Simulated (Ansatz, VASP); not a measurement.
# Two plane-wave programs on Ca

The input POSCAR:

```
Ca
1.0
   -2.1280000000      2.1280000000      2.1840000000
    2.1280000000     -2.1280000000      2.1840000000
    2.1280000000      2.1280000000     -2.1840000000
Ca
1
Direct
    0.0000000000      0.0000000000      0.0000000000
```

The input INCAR.step1:

```
PREC = Accurate ; ENCUT = 550
ISMEAR = 0 ; SIGMA = 0.15
LREAL = F ; LASPH = T
NELM = 120 ; NBANDS = 11
GGA = PE ; ALGO = Normal
EDIFF = 1E-5 ; LWAVE = T
LCHARG = F ; GGA_COMPAT = F
```

INCAR.step2

```
PREC = Accurate ; ENCUT = 550
EDIFF = 1E-6 ; ISMEAR = 0
SIGMA = 0.15 ; LREAL = F
LASPH = T ; NELM = 120
ALGO = Normal ; ISIF = 2
LWAVE = F ; LCHARG = F
METAGGA = R2SCAN ; LMIXTAU = T
NBANDS = 11 ; ISTART = 1
GGA_COMPAT = F
```

The input KPOINTS:

```
Automatic mesh
0
Gamma
  16 16 16
```

Input for Ansatz:

```yaml
crystal:
  lattice:
    - [-2.128, 2.128, 2.184]
    - [2.128, -2.128, 2.184]
    - [2.128, 2.128, -2.184]
  atoms:
    - { symbol: Ca, position: [0.0, 0.0, 0.0] }
basis:
  ecutwfc: 500
kpoints:
  mp_grid: { grid: [16, 16, 16] }
hamiltonian:
  xc: r2scan
scf:
  occupations: { method: gaussian, width: 0.15 }
output:
  forces: true
  stress: true
  eigenvalues: true
```

Change from the starting cell: strain -0.050 along x and y, -0.025 along z, atoms carried along.

Alike in both runs: task single point; functional r2SCAN; k mesh 16 × 16 × 16; occupations gaussian, width 0.15 eV; no spin polarisation.

```csv
,VASP,Ansatz
version,VASP 6.6.1,Ansatz 0.2.0
potentials or method,"VASP PAW PBE potentials, release 64 (Ca_sv), cutoff 550 eV","scalar-relativistic, plane waves, PAW"
valence electrons in the cell,10,10
```

```csv
,VASP,Ansatz,Ansatz less VASP
gap on the k mesh at the Fermi level (eV),none,none,-
pressure (GPa),1.9,1.8,-0.09
"traceless stress, the component that is largest in VASP (GPa)",0.06,0.06,-0.003
```

VASP's potentials were made for PBE, not for r2SCAN. A gap of «none» marks a metal or a gap that the smearing closes.
